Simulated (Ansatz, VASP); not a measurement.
**One calculation of FeGe, two programs**

```
Ge Fe
1.0
     4.99760    0.00000    0.00000
    -2.49880    4.32805    0.00000
     0.00000    0.00000    4.11576
Ge Fe
3 3
Direct
  0.66667 0.33333 0.50000
  0.33333 0.66667 0.50000
  0.00000 0.00000 0.00000
  0.00000 0.50000 0.00000
  0.50000 0.50000 0.00000
  0.50000 0.00000 0.00000
```

Alike in both runs: task relaxation of cell and atoms; functional LDA; k mesh 6 × 6 × 7; occupations fermi-dirac, width 0.05 eV; collinear spin; Hubbard terms Fe d U = 6.0 eV.

|  | VASP | Ansatz |
| --- | --- | --- |
| version | VASP 6.6.1 | Ansatz 0.2.0 |
| potentials or method | VASP PAW LDA potentials, release 64 (Ge_d, Fe) | Ansatz PAW |
| plane-wave cutoff (eV) | 600 | 420 |
| valence electrons in the cell | 66 | 90 |

```tsv
	VASP	Ansatz	Ansatz less VASP
gap on the k mesh at the Fermi level, each at its own relaxed structure (eV)	none	none	-
net moment per atom (μB)	1.38	1.41	+0.023
size of the moment on the site where the two differ most (μB)	2.96	2.87	-0.093
relaxed volume (Å³/atom)	15.20	16.03	+0.823
relaxed length of the cell vector where the two differ most in proportion (Å)	5.030	5.125	+0.0946
```

LDA's correlation is that of Perdew and Zunger in VASP and of Perdew and Wang (1992) in Ansatz. Site moments also hang on the region over which each program counts them. The programs project onto different local orbitals, so the same U acts differently, and such runs can settle in different states. A gap of «none» marks a metal or a gap that the smearing closes. VASP's potentials hold 66 valence electrons a cell and Ansatz's 90, so a difference there can come from the potentials and not from the codes.

Noted on Ansatz's run: the magnetic or orbital state may not be the lowest; the plane-wave basis is chosen anew once the cell has moved, so the energies of steps on either side of that aren't comparable.
